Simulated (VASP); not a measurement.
Wanted: the native input for a VASP 6.6.1 run.

```
Task                   : single point
Functional             : PBEsol
Potentials or basis    : VASP PAW PBE potentials, release 64 (Zn, Ge_d, Si, P)
Cutoff                 : 550 eV
k mesh                 : 1 × 1 × 1, shifted
Occupations            : fermi-dirac, width 0.05 eV
Spin                   : no spin polarisation
Dipole correction      : no
Further INCAR settings : LREAL = Auto; ALGO = Normal; EDIFF = 1e-06; NBANDS = 291; ISYM = -1
```

The structure of Zn16Si7Ge9P32 lies in POSCAR:

```
Zn16Si7Ge9P32
1.0
   10.7850650000     -0.0000730000     -0.0000230000
   -0.0000730000     10.7850650000     -0.0000230000
   -0.0000230000     -0.0000230000     10.5926560000
Zn Ge Si P
16 9 7 32
Direct
    0.0029810000      0.9992870000      0.0003960000
    0.9991160000      0.5000440000      0.0010710000
    0.4977420000      0.9999460000      0.9988270000
    0.4987440000      0.5016290000      0.0002150000
    0.9993590000      0.2506540000      0.2485660000
    0.0011810000      0.7466770000      0.2516770000
    0.5000830000      0.2477010000      0.2500590000
    0.5025810000      0.7507730000      0.2503380000
    0.2482980000      0.9988790000      0.7534300000
    0.2478650000      0.5029730000      0.7522750000
    0.7503910000      0.9971990000      0.7508030000
    0.7455060000      0.4987210000      0.7523220000
    0.2486420000      0.2505270000      0.5014500000
    0.2495510000      0.7489750000      0.5032030000
    0.7553240000      0.2500500000      0.5008720000
    0.7517020000      0.7492450000      0.4994940000
    0.0010830000      0.9976700000      0.4969330000
    0.9981750000      0.4992290000      0.4993270000
    0.5007870000      0.9975530000      0.5016110000
    0.5003540000      0.4994000000      0.5002100000
    0.2512050000      0.9980480000      0.2508340000
    0.7511180000      0.9994350000      0.2502680000
    0.7503990000      0.7516920000      0.9970040000
    0.9984970000      0.7504940000      0.7498050000
    0.4973530000      0.2488800000      0.7486840000
    0.2508800000      0.5009460000      0.2521730000
    0.7490810000      0.4984740000      0.2537580000
    0.2484150000      0.2487050000      0.9995320000
    0.2504460000      0.7512640000      0.9992400000
    0.7498700000      0.2532560000      0.0014170000
    0.9998670000      0.2491430000      0.7516710000
    0.5028560000      0.7473340000      0.7482050000
    0.1268950000      0.1251950000      0.1283560000
    0.1257110000      0.6264380000      0.1243680000
    0.6277390000      0.1271270000      0.1234090000
    0.6275130000      0.6226650000      0.1223530000
    0.1196010000      0.1243760000      0.6244670000
    0.1229200000      0.6273200000      0.6293670000
    0.6205280000      0.1237990000      0.6263570000
    0.6199240000      0.6247910000      0.6274050000
    0.3697160000      0.3730510000      0.1225320000
    0.3684630000      0.8743920000      0.1273830000
    0.8719660000      0.3742470000      0.1257270000
    0.8711590000      0.8755040000      0.1262190000
    0.3747240000      0.1190230000      0.3743220000
    0.3774750000      0.6223080000      0.3749960000
    0.8747050000      0.1200120000      0.3751310000
    0.8744400000      0.6179030000      0.3776900000
    0.1266700000      0.3807580000      0.3726020000
    0.1247890000      0.8774720000      0.3753170000
    0.6251840000      0.3773170000      0.3784470000
    0.6260440000      0.8786940000      0.3766340000
    0.1250890000      0.3733330000      0.8761860000
    0.1257820000      0.8724040000      0.8727680000
    0.6254330000      0.3707330000      0.8753620000
    0.6232550000      0.8729760000      0.8727530000
    0.3787590000      0.3738840000      0.6239050000
    0.3785220000      0.8761140000      0.6217950000
    0.8795820000      0.3753090000      0.6260200000
    0.8779800000      0.8736080000      0.6252260000
    0.3759440000      0.1288150000      0.8785070000
    0.3745800000      0.6285850000      0.8775310000
    0.8757770000      0.1299070000      0.8778450000
    0.8719880000      0.6317450000      0.8755650000
```

These files were run (other wordings do the same):

INCAR

```
PREC = Accurate ; ENCUT = 550
EDIFF = 1E-6 ; ISMEAR = -1
SIGMA = 0.05 ; LREAL = Auto
LASPH = True ; NELM = 120
ALGO = Normal ; ISIF = 2
LWAVE = False ; LCHARG = False
GGA = PS ; ISYM = -1
NBANDS = 291 ; GGA_COMPAT = False
```

KPOINTS

```
explicit points
1
Reciprocal
  0.25000000   0.25000000   0.25000000 1
```

Potentials or basis: VASP PAW PBE potentials, release 64 (Zn, Ge_d, Si, P).

Command:

```sh
$ cat potpaw_PBE.64/Zn/POTCAR potpaw_PBE.64/Ge_d/POTCAR potpaw_PBE.64/Si/POTCAR potpaw_PBE.64/P/POTCAR > POTCAR
$ mpirun -np 1 vasp_std > vasp.out
```

Results of the run:

```
Pressure               : 0.3 GPa
Largest force          : 1.377 eV/Å
Band gap on the k mesh : 1.69 eV
```

Caveat: the PAW data sets were made with another functional, which shifts forces and pressure a little; a shifted mesh leaves out Γ, where band edges can lie.

Run time: 16 min on 1 thread of Intel(R) Xeon(R) Platinum 8488C (Sapphire Rapids), on a shared host, peak memory 1.3 GiB.
